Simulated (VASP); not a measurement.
# GaP4 (P-43m) in VASP: notebook

Runs on GaP4. Level: PBE. Tasks: single point, relaxation of cell and atoms.

All numbers are computed with VASP 6.6.1; they aren't measurements. Logs are shortened: lines on timing, memory, paths and dates and some standing lists are left out, and cuts for length are marked.

**1. The cell of the first run**

The structure is cubic, space group P-43m (No. 215). The conventional cell has a = 5.083 Å, b = 5.083 Å, c = 5.083 Å, α = 90.00°, β = 90.00°, γ = 90.00°. Within 4.0 Å of Ga (site symmetry -43m) lie 4 P at 3.03 Å. Within 3.0 Å of P (site symmetry 3m) lie 3 P at 2.24 Å.

**2. Single point, PBE**

File INCAR:

```
SYSTEM = GaP4
PREC = Accurate ; ENCUT = 520
EDIFF = 1E-6 ; ISMEAR = 0
SIGMA = 0.1 ; LREAL = .FALSE.
LASPH = .TRUE. ; NELM = 100
ALGO = Normal ; ISIF = 2
LWAVE = .FALSE. ; LCHARG = .TRUE.
GGA = PE ; LELF = .TRUE.
LVHAR = .TRUE. ; NBANDS = 24
```

File KPOINTS:

```
Automatic mesh
0
G
  4 4 4
  0 0 0
```

File POSCAR:

```
GaP4
1.0
    5.0828497359      0.0000000000      0.0000000000
    0.0000000000      5.0828497359      0.0000000000
    0.0000000000      0.0000000000      5.0828497359
Ga P
1 4
Direct
    0.0000000000      0.0000000000      0.0000000000
    0.3442367788      0.6557632212      0.6557632212
    0.6557632212      0.3442367788      0.6557632212
    0.6557632212      0.6557632212      0.3442367788
    0.3442367788      0.3442367788      0.3442367788
```

Potentials or basis: VASP PAW PBE potentials, release 64 (Ga_d, P).

Run with:

```sh
$ cat potpaw_PBE.64/Ga_d/POTCAR potpaw_PBE.64/P/POTCAR > POTCAR
$ mpirun -np 1 vasp_std > vasp.out
```

OUTCAR:

```text
SYSTEM = GaP4
   PREC = Accurate
   ENCUT = 520
   EDIFF = 1E-6
   ISMEAR = 0
   LREAL = .FALSE.
   LASPH = .TRUE.
   NELM = 100
   ISIF = 2
   GGA = PE

 ion  position               nearest neighbor table
   1  0.000  0.000  0.000-
   2  0.344  0.656  0.656-   3 2.24   4 2.24   5 2.24
   3  0.656  0.344  0.656-   2 2.24   4 2.24   5 2.24
   4  0.656  0.656  0.344-   2 2.24   3 2.24   5 2.24
   5  0.344  0.344  0.344-   2 2.24   3 2.24   4 2.24

  LATTYP: Found a simple cubic cell.
 ALAT       =     5.0828497359

  Lattice vectors:

 A1 = (   5.0828497359,   0.0000000000,   0.0000000000)
 A2 = (   0.0000000000,   5.0828497359,   0.0000000000)
 A3 = (   0.0000000000,   0.0000000000,   5.0828497359)

Analysis of symmetry for initial positions (statically):
=====================================================================
 Subroutine PRICEL returns:
 Original cell was already a primitive cell.

 Routine SETGRP: Setting up the symmetry group for a
 simple cubic supercell.

 Subroutine GETGRP returns: Found 24 space group operations
 (whereof 24 operations were pure point group operations)
 out of a pool of 48 trial point group operations.

The static configuration has the point symmetry T_d .

Analysis of symmetry for dynamics (positions and initial velocities):
=====================================================================
 Subroutine PRICEL returns:
 Original cell was already a primitive cell.

 Routine SETGRP: Setting up the symmetry group for a
 simple cubic supercell.

 Subroutine GETGRP returns: Found 24 space group operations
 (whereof 24 operations were pure point group operations)
 out of a pool of 48 trial point group operations.

The dynamic configuration has the point symmetry T_d .

 Subroutine INISYM returns: Found 24 space group operations
 (whereof 24 operations are pure point group operations),
 and found     1 'primitive' translations

----------------------------------------------------------------------------------------

                                     Primitive cell

  volume of cell :     131.3173

  direct lattice vectors                    reciprocal lattice vectors
     5.082849736  0.000000000  0.000000000     0.196740028  0.000000000  0.000000000
     0.000000000  5.082849736  0.000000000     0.000000000  0.196740028  0.000000000
     0.000000000  0.000000000  5.082849736     0.000000000  0.000000000  0.196740028

  length of vectors
     5.082849736  5.082849736  5.082849736     0.196740028  0.196740028  0.196740028

  position of ions in fractional coordinates (direct lattice)
     0.000000000  0.000000000  0.000000000
     0.344236779  0.655763221  0.655763221
     0.655763221  0.344236779  0.655763221
     0.655763221  0.655763221  0.344236779
     0.344236779  0.344236779  0.344236779

  ion indices of the primitive-cell ions
   primitive index   ion index
                 1           1
                 2           2
                 3           3
                 4           4
                 5           5

----------------------------------------------------------------------------------------

 KPOINTS: Automatic mesh

Automatic generation of k-mesh.
 Grid dimensions read from file:
 generate k-points for:    4    4    4

 Generating k-lattice:

  Cartesian coordinates                     Fractional coordinates (reciprocal lattice)
     0.049185007  0.000000000  0.000000000     0.250000000  0.000000000  0.000000000
     0.000000000  0.049185007  0.000000000     0.000000000  0.250000000  0.000000000
     0.000000000  0.000000000  0.049185007     0.000000000  0.000000000  0.250000000

  Length of vectors
     0.049185007  0.049185007  0.049185007

  Shift w.r.t. Gamma in fractional coordinates (k-lattice)
     0.000000000  0.000000000  0.000000000

 Subroutine IBZKPT returns following result:
 ===========================================

 Found     10 irreducible k-points:

 Following reciprocal coordinates:
            Coordinates               Weight
  0.000000  0.000000  0.000000      1.000000
  0.250000  0.000000  0.000000      6.000000
  0.500000  0.000000  0.000000      3.000000
  0.250000  0.250000  0.000000     12.000000
  0.500000  0.250000  0.000000     12.000000
  0.500000  0.500000  0.000000      3.000000
  0.250000  0.250000  0.250000      8.000000
  0.500000  0.250000  0.250000     12.000000
  0.500000  0.500000  0.250000      6.000000
  0.500000  0.500000  0.500000      1.000000
   k-points           NKPTS =     10   k-points in BZ     NKDIM =     10   number of bands    NBANDS=     24
   number of dos      NEDOS =    301   number of ions     NIONS =      5
   total plane-waves  NPLWV =  64000
   dimension x,y,z NGX =    40 NGY =   40 NGZ =   40
   dimension x,y,z NGXF=    80 NGYF=   80 NGZF=   80
   ions per type =               1   4
   NGX,Y,Z   is equivalent  to a cutoff of  13.08, 13.08, 13.08 a.u.
   NGXF,Y,Z  is equivalent  to a cutoff of  26.17, 26.17, 26.17 a.u.
 SYSTEM =  GaP4
   PREC   = accura    normal or accurate (medium, high low for compatibility)
   ISTART =      0    job   : 0-new  1-cont  2-samecut
   ICHARG =      2    charge: 1-file 2-atom 10-const
   ISPIN  =      1    spin polarized calculation?
   LNONCOLLINEAR =      F non collinear calculations
   LSORBIT =      F    spin-orbit coupling
   LASPH  =      T    aspherical Exc in radial PAW
   ENCUT  =  520.0 eV  38.22 Ry    6.18 a.u.   9.45  9.45  9.45*2*pi/ulx,y,z
   NELM   =    100;   NELMIN=  2; NELMDL= -5     # of ELM steps
   EDIFF  = 0.1E-05   stopping-criterion for ELM
   LREAL  =      F    real-space projection
   EDIFFG = 0.1E-04   stopping-criterion for IOM
   NSW    =      0    number of steps for IOM
   IBRION =     -1    ionic relax: 0-MD 1-quasi-New 2-CG
   NFREE  =      0    steps in history (QN), initial steepest desc. (CG)
   ISIF   =      2    stress and relaxation
   ISYM   =      2    0-nonsym 1-usesym 2-fastsym
   POTIM  = 0.5000    time-step for ionic-motion
   TEBEG  =    0.0;   TEEND  =   0.0 temperature during run
   PSTRESS=    0.0 pullay stress
   NELECT =      33.0000    total number of electrons
   NUPDOWN=      -1.0000    fix difference up-down
   EMIN   =  10.00;   EMAX   =-10.00  energy-range for DOS
   EFERMI =   0.00;   METHOD = LEGACY
   ISMEAR =     0;   SIGMA  =   0.10  broadening in eV -4-tet -1-fermi 0-gaus
   EFERMI_NEDOS =   21; number of points for ismear=-14 and -15
   IALGO  =     38    algorithm
   IMIX   =      4    mixing-type and parameters
     AMIX     =   0.40;   BMIX     =  1.00
     AMIX_MAG =   1.60;   BMIX_MAG =  1.00
  volume/ion in A,a.u.               =      26.26       177.23
  Fermi-wavevector in a.u.,A,eV,Ry     =   1.033092  1.952260 14.521205  1.067278
  Thomas-Fermi vector in A             =   2.167321
   LORBIT       =      0    0 simple, 1 ext, 2 COOP (PROOUT), +10 PAW based schemes
   GGA     = PE    functional components
   LHFCALC =     F    Hartree Fock is set to
   AEXX    =    0.0000 exact exchange contribution
   IVDW    =     0    specifies the selected vdW correction
   LEPSILON=     F    determine dielectric tensor
   LRPA    =     F    only Hartree local field effects (RPA)
 non-spin polarized calculation
 Gauss-broadening in eV      SIGMA  =   0.10
  energy-cutoff  :      520.00
  volume of cell :      131.32
 maximum number of plane-waves:      3575
 NGX is ok and might be reduce to    40
   NGX = 19   NGY = 19   NGZ = 19

 number of electron      33.0000019 magnetization

 Free energy of the ion-electron system (eV)
  ---------------------------------------------------
  ext. energy  EPLUGINS =         0.00000000
  ---------------------------------------------------
  free energy    TOTEN  =       -22.38155619 eV

  energy without entropy =      -22.34787358  energy(sigma->0) =      -22.36471489

 E-fermi :   4.0479     XC(G=0):  -8.5404

 val. band max:        4.0448301643   @ k =   0.2500   0.2500   0.0000
 cond. band min:       4.0666576718   @ k =   0.5000   0.2500   0.2500
 fundamental gap:      0.0218275075
 Fermi energy:         4.0479200915

 k-point     1 :       0.0000    0.0000    0.0000
  band No.  band energies     occupation
      1     -12.2407      2.00000
      2     -11.5858      2.00000
      3     -11.5858      2.00000
      4     -11.5858      2.00000
      5     -11.5808      2.00000
      6     -11.5808      2.00000
[... 16 lines left out ...]
     23       8.6169      0.00000
     24       8.6170      0.00000

 k-point     2 :       0.2500    0.0000    0.0000
  band No.  band energies     occupation
      1     -12.1982      2.00000
      2     -11.5863      2.00000
      3     -11.5863      2.00000
      4     -11.5846      2.00000
      5     -11.5807      2.00000
      6     -11.5800      2.00000
[... 16 lines left out ...]
     23       7.4010      0.00000
     24       8.0514      0.00000

 k-point     3 :       0.5000    0.0000    0.0000
  band No.  band energies     occupation
      1     -12.1540      2.00000
      2     -11.5868      2.00000
      3     -11.5868      2.00000
      4     -11.5830      2.00000
      5     -11.5807      2.00000
      6     -11.5792      2.00000
[... 16 lines left out ...]
     23       6.2295      0.00000
     24       8.3536      0.00000

 k-point     4 :       0.2500    0.2500    0.0000
  band No.  band energies     occupation
      1     -12.1589      2.00000
      2     -11.5865      2.00000
      3     -11.5862      2.00000
      4     -11.5829      2.00000
      5     -11.5803      2.00000
      6     -11.5795      2.00000
[... 16 lines left out ...]
     23       7.1818      0.00000
     24       7.7057      0.00000

 k-point     5 :       0.5000    0.2500    0.0000
  band No.  band energies     occupation
      1     -12.1185      2.00000
      2     -11.5867      2.00000
      3     -11.5864      2.00000
      4     -11.5803      2.00000
      5     -11.5802      2.00000
      6     -11.5788      2.00000
[... 16 lines left out ...]
     23       7.3079      0.00000
     24       8.4459      0.00000

 k-point     6 :       0.5000    0.5000    0.0000
  band No.  band energies     occupation
      1     -12.0823      2.00000
      2     -11.5866      2.00000
      3     -11.5866      2.00000
      4     -11.5799      2.00000
      5     -11.5782      2.00000
      6     -11.5761      2.00000
[... 16 lines left out ...]
     23       7.2400      0.00000
     24       8.6473      0.00000

 k-point     7 :       0.2500    0.2500    0.2500
  band No.  band energies     occupation
      1     -12.1206      2.00000
      2     -11.5868      2.00000
      3     -11.5868      2.00000
      4     -11.5816      2.00000
      5     -11.5795      2.00000
      6     -11.5795      2.00000
[... 16 lines left out ...]
     23       8.0038      0.00000
     24       8.0086      0.00000

 k-point     8 :       0.5000    0.2500    0.2500
  band No.  band energies     occupation
      1     -12.0811      2.00000
      2     -11.5874      2.00000
      3     -11.5868      2.00000
      4     -11.5805      2.00000
      5     -11.5795      2.00000
      6     -11.5787      2.00000
[... 16 lines left out ...]
     23       7.2405      0.00000
     24       7.5482      0.00000

 k-point     9 :       0.5000    0.5000    0.2500
  band No.  band energies     occupation
      1     -12.0424      2.00000
      2     -11.5873      2.00000
      3     -11.5873      2.00000
      4     -11.5815      2.00000
      5     -11.5790      2.00000
      6     -11.5782      2.00000
[... 16 lines left out ...]
     23       6.7224      0.00000
     24       7.9400      0.00000

 k-point    10 :       0.5000    0.5000    0.5000
  band No.  band energies     occupation
      1     -12.0002      2.00000
      2     -11.5880      2.00000
      3     -11.5880      2.00000
      4     -11.5880      2.00000
      5     -11.5782      2.00000
      6     -11.5782      2.00000
[... 16 lines left out ...]
     23       6.5265      0.00000
     24       6.5265      0.00000

------------------------ aborting loop because EDIFF is reached ----------------------------------------

  FORCE on cell =-STRESS in cart. coord.  units (eV):
  Direction    XX          YY          ZZ          XY          YZ          ZX
  --------------------------------------------------------------------------------------
  -------------------------------------------------------------------------------------
  Total       -0.1965689     -0.1965689     -0.1965689      0.0000000     -0.0000000      0.0000000
  in kB       -2.3982998     -2.3982998     -2.3982998      0.0000000     -0.0000000      0.0000000
  external PRESSURE =      -2.3982998 kB  Pullay stress =       0.0000000 kB

 VOLUME and BASIS-vectors are now :
 -----------------------------------------------------------------------------
  energy-cutoff  :      520.00
  volume of cell :      131.32
      direct lattice vectors                 reciprocal lattice vectors
     5.082849736  0.000000000  0.000000000     0.196740028  0.000000000  0.000000000
     0.000000000  5.082849736  0.000000000     0.000000000  0.196740028  0.000000000
     0.000000000  0.000000000  5.082849736     0.000000000  0.000000000  0.196740028

 POSITION                                       TOTAL-FORCE (eV/Angst)
 -----------------------------------------------------------------------------------
      0.00000      0.00000      0.00000        -0.000000     -0.000000      0.000000
      1.74970      3.33315      3.33315         0.087074     -0.087074     -0.087074
      3.33315      1.74970      3.33315        -0.087074      0.087074     -0.087074
      3.33315      3.33315      1.74970        -0.087074     -0.087074      0.087074
      1.74970      1.74970      1.74970         0.087074      0.087074      0.087074
 -----------------------------------------------------------------------------------
    total drift:                               -0.000000     -0.000000     -0.000000

  FREE ENERGIE OF THE ION-ELECTRON SYSTEM (eV)
  ---------------------------------------------------
  free  energy   TOTEN  =       -22.3815561934 eV

  energy  without entropy=      -22.3478735803  energy(sigma->0) =      -22.36471489
```

It took 26 s on 1 thread of Intel Xeon 6975P-C (Granite Rapids), shared host; peak memory 0.25 GiB.

What came out:

- Free energy: -22.3816 eV
- Pressure: -0.2 GPa
- Largest force: 0.151 eV/Å

Forces on the atoms (eV/Å):
```
Ga   0.000  0.000  0.000
P    0.087 -0.087 -0.087
P   -0.087  0.087 -0.087
P   -0.087 -0.087  0.087
P    0.087  0.087  0.087
```

Levels at points of the mesh, in eV from the Fermi level:
```tsv
k point	band 14	band 15	band 16	band 17	band 18	band 19
(0.00, 0.00, 0.00)	-3.64	-3.64	-3.22	1.00	1.00	1.00
(0.50, 0.00, 0.00)	-3.90	-2.79	-2.52	0.03	1.33	1.33
(0.50, 0.50, 0.00)	-3.06	-2.84	-1.95	-0.86	-0.86	1.18
(0.50, 0.50, 0.50)	-3.06	-1.87	-1.87	1.67	1.67	1.67
```

**3. Single point, PBE**

This run uses another cell than the first one, of 26.58 Å³/atom, 1.012 times its volume.

File INCAR:

```
SYSTEM = GaP4
ALGO = Normal ; EDIFF = 1E-7
ENCUT = 520 ; GGA = PE
ISIF = 2 ; ISMEAR = 0
LASPH = .True. ; LCHARG = .True.
LELF = .True. ; LREAL = .False.
LVHAR = .True. ; LWAVE = .False.
NBANDS = 24 ; NELM = 100
PREC = Accurate ; SIGMA = 0.1
```

File KPOINTS:

```
k-points
0
Gamma
  8 8 8
  0 0 0
```

File POSCAR:

```
GaP4
1.0
    5.1031190407      0.0000000000      0.0000000000
    0.0000000000      5.1031190407      0.0000000000
    0.0000000000      0.0000000000      5.1031190407
Ga P
1 4
Direct
    0.0000000000      0.0000000000      0.0000000000
    0.3451350749      0.6548649251      0.6548649251
    0.6548649251      0.3451350749      0.6548649251
    0.6548649251      0.6548649251      0.3451350749
    0.3451350749      0.3451350749      0.3451350749
```

Potentials or basis: VASP PAW PBE potentials, release 64 (Ga_d, P).

Run with:

```sh
$ cat potpaw_PBE.64/Ga_d/POTCAR potpaw_PBE.64/P/POTCAR > POTCAR
$ mpirun -np 1 vasp_std > vasp.out
```

It took 69 s on 1 thread of Intel Xeon 6975P-C (Granite Rapids), shared host; peak memory 0.29 GiB.

It converged, with:

| Item | Value |
| --- | --- |
| Free energy | -22.4446 eV |
| Pressure | -0.2 GPa |
| Largest force | 0.115 eV/Å |

Forces on the atoms (eV/Å):
```
Ga   0.000  0.000  0.000
P    0.066 -0.066 -0.066
P   -0.066  0.066 -0.066
P   -0.066 -0.066  0.066
P    0.066  0.066  0.066
```

Levels at points of the mesh, in eV from the Fermi level:
```csv
k point,band 12,band 13,band 14,band 15,band 16,band 17,band 18,band 19,band 20,band 21
"(0.00, 0.00, 0.00)",-4.10,-3.66,-3.66,-3.66,-3.29,0.98,0.98,0.98,1.22,1.22
"(0.50, 0.00, 0.00)",-4.19,-4.19,-3.90,-2.84,-2.56,0.06,1.33,1.33,1.77,1.77
"(0.50, 0.50, 0.00)",-4.07,-4.07,-3.08,-2.89,-2.00,-0.85,-0.85,1.15,1.94,1.94
"(0.50, 0.50, 0.50)",-5.03,-5.03,-3.15,-1.92,-1.92,1.65,1.65,1.65,2.34,2.34
```

(Continued in part 2 of 2.)
